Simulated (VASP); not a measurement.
# Ga2As3 (R-3m) in VASP: further runs

Ga2As3 is run at these levels: PBE; tasks: single point.

All numbers are computed with VASP 6.6.1; they aren't measurements. Logs are shortened: lines on timing, memory, paths and dates and some standing lists are left out, and cuts for length are marked.

**1. The cell of the first run**

It takes space group R-3m (No. 166, trigonal). Conventional cell: a = 3.666 Å, b = 3.666 Å, c = 25.494 Å, α = 90.00°, β = 90.00°, γ = 120.00°. Ga (site symmetry 3m) has 6 As at 2.57 to 2.71 Å within 3.4 Å. Within 3.9 Å of As (site symmetry -3m) lie 6 Ga at 2.71 Å and 12 As at 3.67 to 3.80 Å. Within 3.4 Å of As (site symmetry 3m) lie 3 Ga at 2.57 Å and 3 As at 3.04 Å.

**2. Single point, PBE**

The input, INCAR:

```
SYSTEM = Ga2As3
ALGO     = Normal         ! electronic algorithm
EDIFF    = 1E-6           ! SCF threshold, eV
ENCUT    = 520            ! plane-wave cutoff, eV
GGA      = PE             ! functional
ISIF     = 2              ! what is computed and relaxed
ISMEAR   = 0              ! smearing method
LASPH    = .True.         ! aspherical terms in the spheres
LCHARG   = .True.         ! write CHGCAR
LELF     = .True.         ! ELF
LREAL    = .False.        ! projectors in reciprocal space
LVHAR    = .True.       
LWAVE    = .False.        ! write WAVECAR
NBANDS   = 28             ! bands
NELM     = 60             ! most SCF steps
PREC     = Accurate       ! precision mode
SIGMA    = 0.1            ! smearing width, eV
```

The input, KPOINTS:

```
k-points
0
Gamma
  6 6 6
  0 0 0
```

The input, POSCAR:

```
Ga2As3
1.0
    1.8332497570      1.0584272406      8.4980425497
   -1.8332497570      1.0584272406      8.4980425497
    0.0000000000     -2.1168544813      8.4980425497
Ga As
2 3
Direct
    0.4000000000      0.4000000000      0.4000000000
    0.6000000000      0.6000000000      0.6000000000
    0.0000000000      0.0000000000      0.0000000000
    0.2095000000      0.2095000000      0.2095000000
    0.7905000000      0.7905000000      0.7905000000
```

Potentials or basis: VASP PAW PBE potentials, release 64 (Ga_d, As).

Command:

```
> cat potpaw_PBE.64/Ga_d/POTCAR potpaw_PBE.64/As/POTCAR > POTCAR
> mpirun -np 1 vasp_std > vasp.out
```

OUTCAR:

```text
SYSTEM = Ga2As3
   EDIFF = 1E-6
   ENCUT = 520
   GGA = PE
   ISIF = 2
   ISMEAR = 0
   LASPH = .True.
   LREAL = .False.
   NELM = 60
   PREC = Accurate

 ion  position               nearest neighbor table
   1  0.400  0.400  0.400-   5 2.57   5 2.57   5 2.57   3 2.71   3 2.71   3 2.71
   2  0.600  0.600  0.600-   4 2.57   4 2.57   4 2.57   3 2.71   3 2.71   3 2.71
   3  0.000  0.000  0.000-   2 2.71   1 2.71   2 2.71   2 2.71   1 2.71   1 2.71
   4  0.209  0.209  0.209-   2 2.57   2 2.57   2 2.57
   5  0.791  0.791  0.791-   1 2.57   1 2.57   1 2.57

  LATTYP: Found a trigonal (rhomboedric) cell.
 ALAT       =     8.7577280200
 COS(alpha) =     0.9123624232

  Lattice vectors:

 A1 = (   1.8332497570,   1.0584272406,   8.4980425497)
 A2 = (  -1.8332497570,   1.0584272406,   8.4980425497)
 A3 = (   0.0000000000,  -2.1168544813,   8.4980425497)

Analysis of symmetry for initial positions (statically):
=====================================================================
 Subroutine PRICEL returns:
 Original cell was already a primitive cell.

 Routine SETGRP: Setting up the symmetry group for a
 trigonal (rhombohedral) supercell.

 Subroutine GETGRP returns: Found 12 space group operations
 (whereof 12 operations were pure point group operations)
 out of a pool of 12 trial point group operations.

The static configuration has the point symmetry D_3d.

Analysis of symmetry for dynamics (positions and initial velocities):
=====================================================================
 Subroutine PRICEL returns:
 Original cell was already a primitive cell.

 Routine SETGRP: Setting up the symmetry group for a
 trigonal (rhombohedral) supercell.

 Subroutine GETGRP returns: Found 12 space group operations
 (whereof 12 operations were pure point group operations)
 out of a pool of 12 trial point group operations.

The dynamic configuration has the point symmetry D_3d.

 Subroutine INISYM returns: Found 12 space group operations
 (whereof 12 operations are pure point group operations),
 and found     1 'primitive' translations

----------------------------------------------------------------------------------------

                                     Primitive cell

  volume of cell :      98.9356

  direct lattice vectors                    reciprocal lattice vectors
     1.833249757  1.058427241  8.498042550     0.272739706  0.157466343  0.039224719
    -1.833249757  1.058427241  8.498042550    -0.272739706  0.157466343  0.039224719
     0.000000000 -2.116854481  8.498042550     0.000000000 -0.314932686  0.039224719

  length of vectors
     8.757728020  8.757728020  8.757728020     0.317365995  0.317365995  0.317365995

  position of ions in fractional coordinates (direct lattice)
     0.400000000  0.400000000  0.400000000
     0.600000000  0.600000000  0.600000000
     0.000000000  0.000000000  0.000000000
     0.209500000  0.209500000  0.209500000
     0.790500000  0.790500000  0.790500000

  ion indices of the primitive-cell ions
   primitive index   ion index
                 1           1
                 2           2
                 3           3
                 4           4
                 5           5

----------------------------------------------------------------------------------------

 KPOINTS: k-points

Automatic generation of k-mesh.
 Grid dimensions read from file:
 generate k-points for:    6    6    6

 Generating k-lattice:

  Cartesian coordinates                     Fractional coordinates (reciprocal lattice)
     0.045456618  0.026244390  0.006537453     0.166666667 -0.000000000 -0.000000000
    -0.045456618  0.026244390  0.006537453    -0.000000000  0.166666667 -0.000000000
     0.000000000 -0.052488781  0.006537453     0.000000000  0.000000000  0.166666667

  Length of vectors
     0.052894333  0.052894333  0.052894333

  Shift w.r.t. Gamma in fractional coordinates (k-lattice)
     0.000000000  0.000000000  0.000000000

 Subroutine IBZKPT returns following result:
 ===========================================

 Found     32 irreducible k-points:

 Following reciprocal coordinates:
            Coordinates               Weight
  0.000000  0.000000  0.000000      1.000000
  0.166667  0.000000  0.000000      6.000000
  0.333333 -0.000000  0.000000      6.000000
  0.500000  0.000000  0.000000      3.000000
  0.166667  0.166667  0.000000      6.000000
  0.333333  0.166667  0.000000     12.000000
[... 16 lines left out ...]
  0.500000  0.500000  0.166667      6.000000
 -0.333333  0.500000  0.166667     12.000000
 [... further k-points ...]
   k-points           NKPTS =     32   k-points in BZ     NKDIM =     32   number of bands    NBANDS=     28
   number of dos      NEDOS =    301   number of ions     NIONS =      5
   total plane-waves  NPLWV = 343000
   dimension x,y,z NGX =    70 NGY =   70 NGZ =   70
   dimension x,y,z NGXF=   140 NGYF=  140 NGZF=  140
   ions per type =               2   3
   NGX,Y,Z   is equivalent  to a cutoff of  13.29, 13.29, 13.29 a.u.
   NGXF,Y,Z  is equivalent  to a cutoff of  26.58, 26.58, 26.58 a.u.
 SYSTEM =  Ga2As3
   PREC   = accura    normal or accurate (medium, high low for compatibility)
   ISTART =      0    job   : 0-new  1-cont  2-samecut
   ICHARG =      2    charge: 1-file 2-atom 10-const
   ISPIN  =      1    spin polarized calculation?
   LNONCOLLINEAR =      F non collinear calculations
   LSORBIT =      F    spin-orbit coupling
   LASPH  =      T    aspherical Exc in radial PAW
   ENCUT  =  520.0 eV  38.22 Ry    6.18 a.u.  16.28 16.28 16.28*2*pi/ulx,y,z
   NELM   =     60;   NELMIN=  2; NELMDL= -5     # of ELM steps
   EDIFF  = 0.1E-05   stopping-criterion for ELM
   LREAL  =      F    real-space projection
   EDIFFG = 0.1E-04   stopping-criterion for IOM
   NSW    =      0    number of steps for IOM
   IBRION =     -1    ionic relax: 0-MD 1-quasi-New 2-CG
   NFREE  =      0    steps in history (QN), initial steepest desc. (CG)
   ISIF   =      2    stress and relaxation
   ISYM   =      2    0-nonsym 1-usesym 2-fastsym
   POTIM  = 0.5000    time-step for ionic-motion
   TEBEG  =    0.0;   TEEND  =   0.0 temperature during run
   PSTRESS=    0.0 pullay stress
   NELECT =      41.0000    total number of electrons
   NUPDOWN=      -1.0000    fix difference up-down
   EMIN   =  10.00;   EMAX   =-10.00  energy-range for DOS
   EFERMI =   0.00;   METHOD = LEGACY
   ISMEAR =     0;   SIGMA  =   0.10  broadening in eV -4-tet -1-fermi 0-gaus
   EFERMI_NEDOS =   21; number of points for ismear=-14 and -15
   IALGO  =     38    algorithm
   IMIX   =      4    mixing-type and parameters
     AMIX     =   0.40;   BMIX     =  1.00
     AMIX_MAG =   1.60;   BMIX_MAG =  1.00
  volume/ion in A,a.u.               =      19.79       133.53
  Fermi-wavevector in a.u.,A,eV,Ry     =   1.220540  2.306485 20.268827  1.489717
  Thomas-Fermi vector in A             =   2.355753
   LORBIT       =      0    0 simple, 1 ext, 2 COOP (PROOUT), +10 PAW based schemes
   GGA     = PE    functional components
   LHFCALC =     F    Hartree Fock is set to
   AEXX    =    0.0000 exact exchange contribution
   IVDW    =     0    specifies the selected vdW correction
   LEPSILON=     F    determine dielectric tensor
   LRPA    =     F    only Hartree local field effects (RPA)
 non-spin polarized calculation
 Gauss-broadening in eV      SIGMA  =   0.10
  energy-cutoff  :      520.00
  volume of cell :       98.94
 maximum number of plane-waves:      2698
 NGX is ok and might be reduce to    70
   NGX = 33   NGY = 33   NGZ = 33

 number of electron      41.0000000 magnetization

 Free energy of the ion-electron system (eV)
  ---------------------------------------------------
  ext. energy  EPLUGINS =         0.00000000
  ---------------------------------------------------
  free energy    TOTEN  =       -19.30760681 eV

  energy without entropy =      -19.29393014  energy(sigma->0) =      -19.30076847

 E-fermi :   5.0491     XC(G=0): -10.5345

 val. band max:        5.0368846592   @ k =   0.5000   0.3333   0.1667
 cond. band min:       5.0566653760   @ k =   0.3333   0.3333   0.0000
 fundamental gap:      0.0197807168
 Fermi energy:         5.0491343236

 k-point     1 :       0.0000    0.0000    0.0000
  band No.  band energies     occupation
      1      -9.5623      2.00000
      2      -9.5623      2.00000
      3      -9.5521      2.00000
      4      -9.5521      2.00000
      5      -9.5131      2.00000
      6      -9.5111      2.00000
[... 20 lines left out ...]
     27       9.9749      0.00000
     28      10.9434      0.00000

 k-point     2 :       0.1667    0.0000    0.0000
  band No.  band energies     occupation
      1      -9.5989      2.00000
      2      -9.5736      2.00000
      3      -9.5543      2.00000
      4      -9.5442      2.00000
      5      -9.5095      2.00000
      6      -9.5033      2.00000
[... 20 lines left out ...]
     27      10.7746      0.00000
     28      11.4179      0.00000

 k-point     3 :       0.3333   -0.0000    0.0000
  band No.  band energies     occupation
      1      -9.6694      2.00000
      2      -9.6168      2.00000
      3      -9.5465      2.00000
      4      -9.5335      2.00000
      5      -9.5222      2.00000
      6      -9.5130      2.00000
[... 20 lines left out ...]
     27      10.0868      0.00000
     28      11.6521      0.00000

 k-point     4 :       0.5000    0.0000    0.0000
  band No.  band energies     occupation
      1      -9.7015      2.00000
      2      -9.6378      2.00000
      3      -9.5463      2.00000
      4      -9.5306      2.00000
      5      -9.5286      2.00000
      6      -9.5189      2.00000
[... 578 lines left out ...]
     27      10.9834      0.00000
     28      11.8926      0.00000

 k-point    23 :       0.5000    0.5000    0.1667
  band No.  band energies     occupation
      1      -9.6626      2.00000
      2      -9.6248      2.00000
      3      -9.5467      2.00000
      4      -9.5333      2.00000
      5      -9.5220      2.00000
      6      -9.5144      2.00000
[... 20 lines left out ...]
     27      10.9278      0.00000
     28      11.2921      0.00000

 k-point    24 :      -0.3333    0.5000    0.1667
  band No.  band energies     occupation
      1      -9.6678      2.00000
      2      -9.6330      2.00000
      3      -9.5719      2.00000
      4      -9.5428      2.00000
      5      -9.5168      2.00000
      6      -9.5107      2.00000
[... 20 lines left out ...]
     27      10.6391      0.00000
     28      10.9557      0.00000

 [... further k-points ...]
[... 5 lines left out ...]
  --------------------------------------------------------------------------------------
  -------------------------------------------------------------------------------------
  Total        1.8750534      1.8750534     -1.4837416      0.0000000      0.0000000      0.0000000
  in kB       30.3648699     30.3648699    -24.0279133      0.0000000      0.0000000      0.0000000
  external PRESSURE =      12.2339421 kB  Pullay stress =       0.0000000 kB

 VOLUME and BASIS-vectors are now :
 -----------------------------------------------------------------------------
  energy-cutoff  :      520.00
  volume of cell :       98.94
      direct lattice vectors                 reciprocal lattice vectors
     1.833249757  1.058427241  8.498042550     0.272739706  0.157466343  0.039224719
    -1.833249757  1.058427241  8.498042550    -0.272739706  0.157466343  0.039224719
     0.000000000 -2.116854481  8.498042550     0.000000000 -0.314932686  0.039224719

 POSITION                                       TOTAL-FORCE (eV/Angst)
 -----------------------------------------------------------------------------------
      0.00000     -0.00000     10.19765        -0.000000      0.000000     -0.082259
      0.00000     -0.00000     15.29648        -0.000000     -0.000000      0.082259
      0.00000      0.00000      0.00000         0.000000     -0.000000      0.000000
      0.00000     -0.00000      5.34102        -0.000000      0.000000     -0.704968
      0.00000     -0.00000     20.15311        -0.000000     -0.000000      0.704968
 -----------------------------------------------------------------------------------
    total drift:                                0.000000     -0.000000      0.000000

  FREE ENERGIE OF THE ION-ELECTRON SYSTEM (eV)
  ---------------------------------------------------
  free  energy   TOTEN  =       -19.3076068055 eV

  energy  without entropy=      -19.2939301421  energy(sigma->0) =      -19.30076847
```

Wall time 8.5 min (1 thread of Intel Xeon Platinum 8259CL at 2.50GHz (Skylake/Cascade Lake), shared host); peak memory 0.67 GiB.

Results:

- Free energy: -19.3076 eV
- Pressure: 1.2 GPa
- Largest force: 0.705 eV/Å
- Band gap on the k mesh: zero (an odd number of electrons rules out a gap without spin polarisation)

Forces in eV/Å, atoms in the order of the input:
```
Ga   0.000  0.000 -0.082
Ga   0.000  0.000  0.082
As   0.000  0.000  0.000
As   0.000  0.000 -0.705
As   0.000  0.000  0.705
```

Stress tensor (GPa, compression positive):
```
 3.04  0.00  0.00
 0.00  3.04  0.00
 0.00  0.00 -2.40
```

Caveat: the stress differs along the axes, from -2 to 3 GPa; an odd number of electrons without spin polarisation forces a metal; a magnetic or distorted state may lie lower.

(Part 1 of 2 ends here.)

The gap in the log of VASP goes by the Fermi energy; the results here count the filled bands.